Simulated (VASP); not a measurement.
Write the native input for VASP 6.6.1 that does the following.

```
Task                   : relaxation of cell and atoms
Functional             : PBEsol
Potentials or basis    : VASP PAW PBE potentials, release 64 (Zn)
Cutoff                 : 600 eV
k mesh                 : 26 × 26 × 26
Occupations            : gaussian, width 0.1 eV
Spin                   : no spin polarisation
Dipole correction      : no
Further INCAR settings : ALGO = Normal; EDIFF = 1e-06; IBRION = 2; EDIFFG = -0.01; NSW = 100; ISIF = 3
```

The structure of Zn lies in POSCAR:

```
Zn
1.0
   -1.5213501246      1.5213501246      1.5213501246
    1.5213501246     -1.5213501246      1.5213501246
    1.5213501246      1.5213501246     -1.5213501246
Zn
1
Direct
    0.0000000000      0.0000000000      0.0000000000
```

This isn't the form of Zn at room conditions, which is hcp.

The input as run:

INCAR

```
SYSTEM = Zn
PREC = Accurate
ENCUT = 600
EDIFF = 1E-6
ISMEAR = 0
SIGMA = 0.1
LREAL = .False.
LASPH = .True.
NELM = 80
ALGO = Normal
ISIF = 3
LWAVE = .False.
LCHARG = .False.
GGA = PS
IBRION = 2
NSW = 100
EDIFFG = -0.01
```

KPOINTS

```
regular mesh
0
Gamma
  26 26 26
  0 0 0
```

Potentials or basis: VASP PAW PBE potentials, release 64 (Zn).

Launch:

```bash
$ cat potpaw_PBE.64/Zn/POTCAR > POTCAR
$ mpirun -np 1 vasp_std > vasp.out
```

It gave:

| Quantity | Value |
| --- | --- |
| Relaxed volume | 14.37 Å³/atom |
| Relaxed cell | a = 2.653 Å, b = 2.653 Å, c = 2.653 Å, α = 109.47°, β = 109.47°, γ = 109.47° |
| Space group after relaxing (to 0.1 Å) | Im-3m (No. 229) |
| Energy gained by relaxing | 1.5 meV/atom |
| Ionic steps | 3 |
| Pressure after relaxing | 0.0 GPa |
| Band gap on the k mesh | zero (bands 6 and 7 overlap by 5.15 eV) |

Caveat: the PAW data sets were made with another functional, which shifts forces and pressure a little.

Run time: 2.1 min on 1 thread of Intel Xeon 8259CL, on a shared host, peak memory 0.22 GiB.
